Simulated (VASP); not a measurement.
# Mg (P6_3/mmc) in VASP: a series of runs

Mg is run at these levels: revpbe exchange, lda correlation, r2SCAN+D4; tasks: single point.

Program: VASP 6.6.1. These are calculated values, not measurements. Logs are shortened: lines on timing, memory, paths and dates and some standing lists are left out, and cuts for length are marked.

### Step 1. The cell of the first run

It takes space group P6_3/mmc (No. 194, hexagonal). Conventional cell: a = 3.209 Å, b = 3.209 Å, c = 5.210 Å, α = 90.00°, β = 90.00°, γ = 120.00°. Within 4.2 Å of Mg (site symmetry -6m2) lie 12 Mg at 3.20 to 3.21 Å.

### Step 2. Single point, revpbe exchange, lda correlation, non-collinear spin, typed start

Contents of INCAR:

```
SYSTEM = Mg
PREC = Accurate
ENCUT = 600
EDIFF = 1E-6
ISMEAR = -1
SIGMA = 0.01
LREAL = .FALSE.
LASPH = .TRUE.
NELM = 200
ALGO = Normal
ISIF = 2
LWAVE = .FALSE.
LCHARG = .FALSE.
LNONCOLLINEAR = .TRUE.
MAGMOM = 0 0 0.5 0 0 -0.5
LORBIT = 11
GGA = LIBXC
LIBXC1 = GGA_X_PBE_R
LIBXC2 = LDA_C_PW
NBANDS = 16
GGA_COMPAT = .FALSE.
```

Contents of KPOINTS:

```
regular mesh
0
G
  8 8 4
  0 0 0
```

Contents of POSCAR:

```
Mg
1.0
    3.2093000000      0.0000000000      0.0000000000
   -1.6046500000      2.7793353284      0.0000000000
    0.0000000000      0.0000000000      5.2103000000
Mg
2
Direct
    0.6666666667      0.3333333333      0.7500000000
    0.3333333333      0.6666666667      0.2500000000
```

Potentials or basis: VASP PAW PBE potentials, release 64 (Mg).

Started as:

```
$ cat potpaw_PBE.64/Mg/POTCAR > POTCAR
$ mpirun -np 1 vasp_ncl > vasp.out
```

OUTCAR:

```text
SYSTEM = Mg
   PREC = Accurate
   ENCUT = 600
   EDIFF = 1E-6
   ISMEAR = -1
   LREAL = .FALSE.
   LASPH = .TRUE.
   NELM = 200
   ISIF = 2
   LNONCOLLINEAR = .TRUE.
   LORBIT = 11
   GGA = LIBXC

 ion  position               nearest neighbor table
   1  0.667  0.333  0.750-   2 3.20   2 3.20   2 3.20   2 3.20   2 3.20   2 3.20
   2  0.333  0.667  0.250-   1 3.20   1 3.20   1 3.20   1 3.20   1 3.20   1 3.20

  LATTYP: Found a hexagonal cell.
 ALAT       =     3.2093000000
 C/A-ratio  =     1.6235004518

  Lattice vectors:

 A1 = (   3.2093000000,   0.0000000000,   0.0000000000)
 A2 = (  -1.6046500000,   2.7793353284,   0.0000000000)
 A3 = (   0.0000000000,   0.0000000000,   5.2103000000)

Analysis of symmetry for initial positions (statically):
=====================================================================
 Subroutine PRICEL returns:
 Original cell was already a primitive cell.

 Routine SETGRP: Setting up the symmetry group for a
 hexagonal supercell.

 Subroutine GETGRP returns: Found 24 space group operations
 (whereof 12 operations were pure point group operations)
 out of a pool of 24 trial point group operations.

The static configuration has the point symmetry D_3d.
 The point group associated with its full space group is D_6h.

Analysis of symmetry for dynamics (positions and initial velocities):
=====================================================================
 Subroutine PRICEL returns:
 Original cell was already a primitive cell.

 Routine SETGRP: Setting up the symmetry group for a
 hexagonal supercell.

 Subroutine GETGRP returns: Found 24 space group operations
 (whereof 12 operations were pure point group operations)
 out of a pool of 24 trial point group operations.

The dynamic configuration has the point symmetry D_3d.
 The point group associated with its full space group is D_6h.

Analysis of structural, dynamic, and magnetic symmetry:
=====================================================================
 Subroutine PRICEL returns:
 Original cell was already a primitive cell.

 Routine SETGRP: Setting up the symmetry group for a
 hexagonal supercell.

 Subroutine GETGRP returns: Found 12 space group operations
 (whereof  6 operations were pure point group operations)
 out of a pool of 24 trial point group operations.

[... 126 lines left out ...]
   GGA     = LIBXC    functional components
   LHFCALC =     F    Hartree Fock is set to
   AEXX    =    0.0000 exact exchange contribution
   IVDW    =     0    specifies the selected vdW correction
   LEPSILON=     F    determine dielectric tensor
   LRPA    =     F    only Hartree local field effects (RPA)
  energy-cutoff  :      600.00
  volume of cell :       46.47
 maximum number of plane-waves:      3156
 NGX is ok and might be reduce to    28
   NGX = 13   NGY = 13   NGZ = 21

 number of electron       4.0000000 magnetization      -0.0000000     -0.0000000     -0.0000000

 number of electron       4.0000000 magnetization      -0.0000000     -0.0000000      0.0000000

 number of electron       4.0000000 magnetization       0.0000000      0.0000000      0.0000000

 number of electron       4.0000000 magnetization      -0.0000000      0.0000000      0.0000000

 Free energy of the ion-electron system (eV)
  ---------------------------------------------------
  ext. energy  EPLUGINS =         0.00000000
  ---------------------------------------------------
  free energy    TOTEN  =        -1.15511056 eV

  energy without entropy =       -1.15489936  energy(sigma->0) =       -1.15500496

 E-fermi :   2.5636     XC(G=0):  -8.3627

 val. band max:        2.5474698389   @ k =   0.2500   0.0000   0.0000
 cond. band min:       2.8922884551   @ k =   0.3750   0.1250   0.2500
 fundamental gap:      0.3448186161
 Fermi energy:         2.5635642246

 k-point     1 :       0.0000    0.0000    0.0000
  band No.  band energies     occupation
      1      -4.1952      1.00000
      2      -4.1952      1.00000
      3       1.0530      1.00000
      4       1.0530      1.00000
      5       1.3972      1.00000
      6       1.3972      1.00000
[... 433 lines left out ...]
      3       0.9187      1.00000
      4       0.9187      1.00000
      5       5.0979      0.00000
      6       5.0979      0.00000
[... 8 lines left out ...]
     15      12.9282      0.00000
     16      12.9282      0.00000

 [... further k-points ...]
[... 5 lines left out ...]
  --------------------------------------------------------------------------------------
  -------------------------------------------------------------------------------------
  Total        0.2616295      0.2616295      0.5681763      0.0000000      0.0000000      0.0000000
  in kB        9.0195164      9.0195164     19.5875328      0.0000000      0.0000000      0.0000000
  external PRESSURE =      12.5421885 kB  Pullay stress =       0.0000000 kB

 VOLUME and BASIS-vectors are now :
 -----------------------------------------------------------------------------
  energy-cutoff  :      600.00
  volume of cell :       46.47
      direct lattice vectors                 reciprocal lattice vectors
     3.209300000  0.000000000  0.000000000     0.311594429  0.179899127  0.000000000
    -1.604650000  2.779335328  0.000000000     0.000000000  0.359798255  0.000000000
     0.000000000  0.000000000  5.210300000     0.000000000  0.000000000  0.191927528

 POSITION                                       TOTAL-FORCE (eV/Angst)
 -----------------------------------------------------------------------------------
      1.60465      0.92645      3.90773        -0.000000      0.000000      0.000000
     -0.00000      1.85289      1.30258         0.000000      0.000000     -0.000000
 -----------------------------------------------------------------------------------
    total drift:                                0.000000      0.000000      0.000000

  FREE ENERGIE OF THE ION-ELECTRON SYSTEM (eV)
  ---------------------------------------------------
  free  energy   TOTEN  =        -1.1551105643 eV

  energy  without entropy=       -1.1548993630  energy(sigma->0) =       -1.15500496

 total charge

# of ion       s       p       d       tot
------------------------------------------
    1        0.212   0.127   0.011   0.350
    2        0.212   0.127   0.011   0.350
--------------------------------------------------
tot          0.424   0.254   0.022   0.700

 magnetization (x)

# of ion       s       p       d       tot
------------------------------------------
    1       -0.000   0.000   0.000  -0.000
    2        0.000  -0.000   0.000  -0.000
--------------------------------------------------
tot         -0.000  -0.000   0.000  -0.000

 magnetization (y)

# of ion       s       p       d       tot
------------------------------------------
    1       -0.000   0.000   0.000  -0.000
    2        0.000   0.000   0.000   0.000
--------------------------------------------------
tot         -0.000   0.000   0.000  -0.000

 magnetization (z)

# of ion       s       p       d       tot
------------------------------------------
    1        0.000   0.000   0.000   0.000
    2       -0.000  -0.000  -0.000  -0.000
--------------------------------------------------
tot          0.000  -0.000   0.000  -0.000
```

OSZICAR:

```text
N       E                     dE             d eps       ncg     rms          rms(c)
DAV:   1     0.401382480165E+01    0.40138E+01   -0.12903E+03  1440   0.398E+02
DAV:   2    -0.906116472588E+00   -0.49199E+01   -0.46323E+01  1960   0.518E+01
DAV:   3    -0.104761242224E+01   -0.14150E+00   -0.14111E+00  1848   0.605E+00
DAV:   4    -0.104830816102E+01   -0.69574E-03   -0.69571E-03  1680   0.498E-01
DAV:   5    -0.104831607037E+01   -0.79094E-05   -0.79094E-05  1832   0.543E-02    0.112E+00
DAV:   6    -0.112539668513E+01   -0.77081E-01   -0.76743E-02  1624   0.128E+00    0.626E-01
DAV:   7    -0.115022267709E+01   -0.24826E-01   -0.72232E-02  1648   0.128E+00    0.343E-01
DAV:   8    -0.115356494759E+01   -0.33423E-02   -0.77916E-03  1600   0.594E-01    0.131E-01
DAV:   9    -0.115498121484E+01   -0.14163E-02   -0.30722E-03  1608   0.234E-01    0.316E-02
DAV:  10    -0.115509326734E+01   -0.11205E-03   -0.32638E-04  1608   0.110E-01    0.130E-02
DAV:  11    -0.115510504955E+01   -0.11782E-04   -0.17566E-05  1632   0.276E-02    0.753E-03
DAV:  12    -0.115511043623E+01   -0.53867E-05   -0.83787E-06  1544   0.217E-02    0.211E-03
DAV:  13    -0.115511056426E+01   -0.12803E-06   -0.29551E-07   944   0.286E-03
   1 F= -.11551106E+01 E0= -.11550050E+01  d E =-.211201E-03  mag=    -0.0000     0.0000    -0.0000
```

Run time: 68 s. Hardware: 1 thread of Intel Xeon Platinum 8375C at 2.90GHz (Ice Lake), shared host; peak memory 0.33 GiB.

Results:

| Property | Result |
| --- | --- |
| Free energy | -1.1551 eV |
| Pressure | 1.3 GPa |
| Band gap on the k mesh | zero (bands 4 and 5 overlap by 2.24 eV) |
| Net moment | 0.00 μB per cell |
| Valence electrons inside the program's atomic spheres | Mg 0.35 |

Moments on the atoms (μB; x, y, z):
```
Mg  0.00 0.00 0.00
Mg  0.00 0.00 0.00
```

Caveat: the PAW data sets were made with another functional, which shifts forces and pressure a little.

### Step 3. Single point, r2SCAN+D4

This run uses another cell than the first one, of 22.77 Å³/atom.

Contents of POSCAR:

```
Mg
1.0
    3.1877604248      0.0000000000      0.0000000000
   -1.5938802124      2.7606815091      0.0000000000
    0.0000000000      0.0000000000      5.1753304900
Mg
2
Direct
    0.6666666667      0.3333333333      0.7500000000
    0.3333333333      0.6666666667      0.2500000000
```

Contents of INCAR.step1:

```
SYSTEM = Mg
PREC = Accurate
ENCUT = 520
ISMEAR = -1
SIGMA = 0.05
LREAL = .False.
LASPH = .True.
NELM = 100
NBANDS = 9
GGA = PE
ALGO = Normal
EDIFF = 1E-4
LWAVE = .True.
LCHARG = .False.
```

Contents of INCAR.step2:

```
SYSTEM = Mg
PREC = Accurate
ENCUT = 520
EDIFF = 1E-7
ISMEAR = -1
SIGMA = 0.05
LREAL = .False.
LASPH = .True.
NELM = 100
ALGO = Normal
ISIF = 2
LWAVE = .False.
LCHARG = .False.
METAGGA = R2SCAN
LMIXTAU = .True.
IVDW = 13
VDW_S6 = 1.0
VDW_S8 = 0.6018749
VDW_A1 = 0.51559235
VDW_A2 = 5.77342911
NBANDS = 9
ISTART = 1
```

Contents of KPOINTS:

```
regular mesh
0
Gamma
  10 10 5
  0 0 0
```

Potentials or basis: VASP PAW PBE potentials, release 64 (Mg).

Started as:

```
$ cat potpaw_PBE.64/Mg/POTCAR > POTCAR
$ cp INCAR.step1 INCAR
$ mpirun -np 1 vasp_std > vasp.out
$ cp INCAR.step2 INCAR
$ mpirun -np 1 vasp_std > vasp.out
```

OUTCAR:

```text
SYSTEM = Mg
   PREC = Accurate
   ENCUT = 520
   EDIFF = 1E-7
   ISMEAR = -1
   LREAL = .False.
   LASPH = .True.
   NELM = 100
   ISIF = 2
   METAGGA = R2SCAN
   IVDW = 13
   ISTART = 1

 ion  position               nearest neighbor table
   1  0.667  0.333  0.750-   2 3.18   2 3.18   2 3.18   2 3.18   2 3.18   2 3.18
   2  0.333  0.667  0.250-   1 3.18   1 3.18   1 3.18   1 3.18   1 3.18   1 3.18

  LATTYP: Found a hexagonal cell.
 ALAT       =     3.1877604248
 C/A-ratio  =     1.6235004518

  Lattice vectors:

 A1 = (   3.1877604248,   0.0000000000,   0.0000000000)
[... 477 lines left out ...]

  DFT-D4 for vdW energy calculation

  Edisp (eV):   -0.05413

  FORCE on cell =-STRESS in cart. coord.  units (eV):
  Direction    XX          YY          ZZ          XY          YZ          ZX
  --------------------------------------------------------------------------------------
  -------------------------------------------------------------------------------------
  Total      -0.29776    -0.29776    -0.05484     0.00000     0.00000     0.00000
  in kB     -10.47452   -10.47452    -1.92906     0.00000     0.00000     0.00000
  external pressure =       -7.63 kB  Pullay stress =        0.00 kB

 VOLUME and BASIS-vectors are now :
 -----------------------------------------------------------------------------
  energy-cutoff  :      520.00
  volume of cell :       45.54
      direct lattice vectors                 reciprocal lattice vectors
     3.187760425  0.000000000  0.000000000     0.313699860  0.181114699  0.000000000
    -1.593880212  2.760681509  0.000000000     0.000000000  0.362229398  0.000000000
     0.000000000  0.000000000  5.175330490     0.000000000  0.000000000  0.193224375

 POSITION                                       TOTAL-FORCE (eV/Angst)
 -----------------------------------------------------------------------------------
      1.59388      0.92023      3.88150         0.000000      0.000000      0.000000
     -0.00000      1.84045      1.29383        -0.000000     -0.000000      0.000000
 -----------------------------------------------------------------------------------
    total drift:                                0.000000     -0.000000      0.000000

  FREE ENERGIE OF THE ION-ELECTRON SYSTEM (eV)
  ---------------------------------------------------
  free  energy   TOTEN  =        -8.3420405266 eV

  energy  without entropy=       -8.3327077529  energy(sigma->0) =       -8.33737414
```

It took 53 s on 1 thread of Intel Xeon 8259CL, shared host; peak memory 0.17 GiB.

What came out:

```
Free energy                : -8.3420 eV
Pressure                   : -0.8 GPa
Band gap on the k mesh     : zero (bands 2 and 3 overlap by 1.81 eV)
Dispersion energy per atom : -0.027 eV
```

Caveat: the PAW data sets were made with another functional, which shifts forces and pressure a little.

### Step 4. Single point, r2SCAN+D4

Contents of POSCAR:

```
Mg
1.0
    3.2093000000      0.0000000000      0.0000000000
   -1.6046500000      2.7793353284      0.0000000000
    0.0000000000      0.0000000000      5.2103000000
Mg
2
Direct
    0.6666666667      0.3333333333      0.7500000000
    0.3333333333      0.6666666667      0.2500000000
```

Contents of INCAR.step1:

```
  PREC = Accurate
  ENCUT = 520
  ISMEAR = -1
  SIGMA = 0.05
  LREAL = False
  LASPH = True
  NELM = 80
  NBANDS = 9
  GGA = PE
  ALGO = Normal
  EDIFF = 1E-4
  LWAVE = True
  LCHARG = False
```

Contents of INCAR.step2:

```
  PREC = Accurate
  ENCUT = 520
  EDIFF = 1E-6
  ISMEAR = -1
  SIGMA = 0.05
  LREAL = False
  LASPH = True
  NELM = 80
  ALGO = Normal
  ISIF = 2
  LWAVE = False
  LCHARG = False
  METAGGA = R2SCAN
  LMIXTAU = True
  IVDW = 13
  VDW_S6 = 1.0
  VDW_S8 = 0.6018749
  VDW_A1 = 0.51559235
  VDW_A2 = 5.77342911
  NBANDS = 9
  ISTART = 1
```

Contents of KPOINTS:

```
regular mesh
0
Gamma
  10 10 5
```

Started as:

```
$ cat potpaw_PBE.64/Mg/POTCAR > POTCAR
$ cp INCAR.step1 INCAR
$ mpirun -np 1 vasp_std > vasp.out
$ cp INCAR.step2 INCAR
$ mpirun -np 1 vasp_std > vasp.out
```

Wall time 46 s (1 thread of Intel Xeon 8259CL, shared host); peak memory 0.17 GiB.

It converged, with:

* Free energy: -8.3953 eV
* Pressure: 1.2 GPa
* Band gap on the k mesh: zero (bands 2 and 3 overlap by 1.82 eV)
* Dispersion energy per atom: -0.056 eV

Stress tensor (GPa, compression positive):
```
0.94 0.00 0.00
0.00 0.94 0.00
0.00 0.00 1.75
```

Levels at points of the mesh, in eV from the Fermi level:
| k point | band 1 | band 2 | band 3 | band 4 | band 5 | band 6 |
| --- | --- | --- | --- | --- | --- | --- |
| (0.00, 0.00, 0.00) | -7.38 | -1.93 | -1.24 | 11.59 | 11.59 | 11.72 |
| (0.50, 0.00, 0.00) | -2.39 | -2.23 | 2.76 | 3.07 | 3.50 | 3.95 |

Caveat: the PAW data sets were made with another functional, which shifts forces and pressure a little.

### Step 5. The runs side by side

```tsv
level	spin	cell	k mesh	cutoff (eV)	smearing	gap on the mesh (eV)	pressure (GPa)
revpbe exchange, lda correlation	non-collinear, typed start	a = 3.209, b = 3.209, c = 5.210 Å, angles 90.0, 90.0, 120.0°, 2 atoms	8 × 8 × 4	600	fermi-dirac 0.01 eV	none	1.3
r2SCAN+D4	off	a = 3.188, b = 3.188, c = 5.175 Å, angles 90.0, 90.0, 120.0°, 2 atoms	10 × 10 × 5	520	fermi-dirac 0.05 eV	none	-0.8
r2SCAN+D4	off	a = 3.209, b = 3.209, c = 5.210 Å, angles 90.0, 90.0, 120.0°, 2 atoms	10 × 10 × 5	520	fermi-dirac 0.05 eV	none	1.2
```

Alike in all rows: task single point; potentials or basis VASP PAW PBE potentials, release 64 (Mg).

Caveats: the PAW data sets were made with another functional, which shifts forces and pressure a little.

Absolute energies hang on the potentials; compare differences alone.

The gap in the log of VASP goes by the Fermi energy; the results here count the filled bands.